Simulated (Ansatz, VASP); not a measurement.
# CrTe8Pb7: VASP beside Ansatz

INCAR

```
ALGO = Normal
EDIFF = 1E-7
ENCUT = 520
GGA = PS
ISIF = 2
ISMEAR = 0
ISPIN = 2
LASPH = True
LCHARG = False
LDAU = True
LDAUJ = 0 0 0
LDAUL = -1 2 -1
LDAUPRINT = 1
LDAUTYPE = 2
LDAUU = 0 3 0
LMAXMIX = 4
LORBIT = 11
LREAL = Auto
LWAVE = False
MAGMOM = -0.03 -0.07 -0.07 -0.07 -0.07 -0.07 -0.07 -0.03 4.19 0 0 0 0 0 0 0.03
NBANDS = 97
NELM = 150
PREC = Accurate
SIGMA = 0.05
```

The input KPOINTS:

```
k-points
0
Gamma
  3 3 3
```

File POSCAR:

```
CrTe8Pb7
1.0
    0.0000000000      6.4541000000      6.4541000000
    6.4541000000      0.0000000000      6.4541000000
    6.4541000000      6.4541000000      0.0000000000
Te Cr Pb
8 1 7
Direct
    0.2500000000      0.2500000000      0.2500000000
    0.2390209495      0.2390209495      0.7609790505
    0.2390209495      0.7609790505      0.2390209495
    0.2390209495      0.7609790505      0.7609790505
    0.7609790505      0.2390209495      0.2390209495
    0.7609790505      0.2390209495      0.7609790505
    0.7609790505      0.7609790505      0.2390209495
    0.7500000000      0.7500000000      0.7500000000
    1.0000000000      0.0000000000      0.0000000000
    0.0000000000      0.0000000000      0.5000000000
    0.0000000000      0.5000000000      0.0000000000
    0.0000000000      0.5000000000      0.5000000000
    0.5000000000      0.0000000000      0.0000000000
    0.5000000000      0.0000000000      0.5000000000
    0.5000000000      0.5000000000      0.0000000000
    0.5000000000      0.5000000000      0.5000000000
```

Input for Ansatz:

```yaml
crystal:
  lattice:
    - [0.0, 6.4541, 6.4541]
    - [6.4541, 0.0, 6.4541]
    - [6.4541, 6.4541, 0.0]
  atoms:
    - { symbol: Te, position: [0.25, 0.25, 0.25] }
    - { symbol: Te, position: [0.2390209495, 0.2390209495, 0.7609790505] }
    - { symbol: Te, position: [0.2390209495, 0.7609790505, 0.2390209495] }
    - { symbol: Te, position: [0.2390209495, 0.7609790505, 0.7609790505] }
    - { symbol: Te, position: [0.7609790505, 0.2390209495, 0.2390209495] }
    - { symbol: Te, position: [0.7609790505, 0.2390209495, 0.7609790505] }
    - { symbol: Te, position: [0.7609790505, 0.7609790505, 0.2390209495] }
    - { symbol: Te, position: [0.75, 0.75, 0.75] }
    - { symbol: Cr, position: [1.0, 0.0, 0.0], spin: 2.0 }
    - { symbol: Pb, position: [0.0, 0.0, 0.5] }
    - { symbol: Pb, position: [0.0, 0.5, 0.0] }
    - { symbol: Pb, position: [0.0, 0.5, 0.5] }
    - { symbol: Pb, position: [0.5, 0.0, 0.0] }
    - { symbol: Pb, position: [0.5, 0.0, 0.5] }
    - { symbol: Pb, position: [0.5, 0.5, 0.0] }
    - { symbol: Pb, position: [0.5, 0.5, 0.5] }
basis:
  ecutwfc: 420
  ecutrho_ratio: 4
kpoints:
  mp_grid: { grid: [3, 3, 3] }
hamiltonian:
  xc: pbesol
  hubbard: { sites: [{ site: 8, l: d, u_eff: 3.0 }] }
scf:
  occupations: { method: gaussian, width: 0.05 }
  lower_state_search: "off"
  max_iter: 150
output:
  forces: true
  stress: true
  eigenvalues: true
  populations: true
  hubbard: { sites: [{ site: 8, l: d }] }
magnetization:
  spin_polarized: true
  initial_magnetization: 2.0
  spin_locking: { lock_magnetization: soft, n_iters: 6 }
```

Alike in both runs: task single point; functional PBEsol; k mesh 3 × 3 × 3; occupations gaussian, width 0.05 eV; collinear spin; Hubbard terms Cr d U = 3.0 eV.

|  | VASP | Ansatz |
| --- | --- | --- |
| version | VASP 6.6.1 | Ansatz 0.2.0 |
| potentials or method | VASP PAW PBE potentials, release 64 (Te, Cr_pv, Pb_d), cutoff 520 eV | scalar-relativistic, plane waves, PAW |
| valence electrons in the cell | 158 | 240 |

|  | VASP | Ansatz | Ansatz less VASP |
| --- | --- | --- | --- |
| gap on the k mesh at the Fermi level (eV) | none | none | - |
| pressure (GPa) | -1.9 | -1.9 | 0.00 |
| rms of the force components (eV/Å) | 0.022 | 0.005 | -0.0167 |
| net moment per atom (μB) | 0.25 | 0.25 | 0.000 |
| size of the moment on the site where the two differ most (μB) | 4.02 | 4.19 | +0.172 |

VASP's potentials were made for PBE, not for PBEsol. Site moments also hang on the region over which each program counts them. The programs project onto different local orbitals, so the same U acts differently, and such runs can settle in different states. Atom by atom the forces differ by 0.017 eV/Å (rms over components). A gap of «none» marks a metal or a gap that the smearing closes. VASP's potentials hold 158 valence electrons a cell and Ansatz's 240, so a difference there can come from the potentials and not from the codes. Ansatz's warnings: filled band counts differ across k points, stress scf threshold loose.

Neither program's run includes spin-orbit coupling.
